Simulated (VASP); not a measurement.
Runs of VASP 6.6.1 on Ta2N. The structure is that of space group P-3m1 (No. 164), or close to it. The cells are those of the table. 

```tsv
cell	gap on the mesh (eV)	pressure (GPa)	largest force (eV/Å)
a = 3.139, b = 3.139, c = 4.361 Å, angles 90.0, 90.0, 120.0°, 3 atoms	none	23.7	0.53
a = 3.024, b = 3.024, c = 4.598 Å, angles 90.0, 90.0, 120.0°, 3 atoms	none	31.3	0.44
a = 2.917, b = 2.917, c = 5.157 Å, angles 90.0, 90.0, 120.0°, 3 atoms	none	16.0	1.28
a = 3.150, b = 3.150, c = 4.790 Å, angles 90.0, 90.0, 120.0°, 3 atoms	none	-10.2	0.38
a = 3.117, b = 3.117, c = 4.329 Å, angles 90.0, 90.0, 120.0°, 3 atoms	none	32.5	0.40
a = 3.015, b = 3.015, c = 5.330 Å, angles 90.0, 90.0, 120.0°, 3 atoms	none	(b)	0.36
a = 2.994, b = 2.994, c = 4.692 Å, angles 90.0, 90.0, 120.0°, 3 atoms	none	31.2	0.73
a = 3.204, b = 3.204, c = 4.451 Å, angles 90.0, 90.0, 120.0°, 3 atoms	none	(a)	0.83
```

Alike in all rows: task single point; level PBEsol; potentials or basis VASP PAW PBE potentials, release 64 (Ta_pv, N); no spin polarisation; k mesh 18 × 18 × 10; cutoff (eV) 520; smearing gaussian 0.15 eV.

Estimate the missing entries.

(a) 2.2; (b) -13.7.

Caveats: the PAW data sets were made with another functional, which shifts forces and pressure a little; spin-orbit coupling is left out, which moves the levels of the heavy elements; the cell stands under pressure (at least some runs); the cell stands under tension (at least some runs).

A k mesh can miss the band edges, and the runs leave out spin-orbit coupling on Ta.

A gap of «none» marks levels without a gap at the run's occupations.
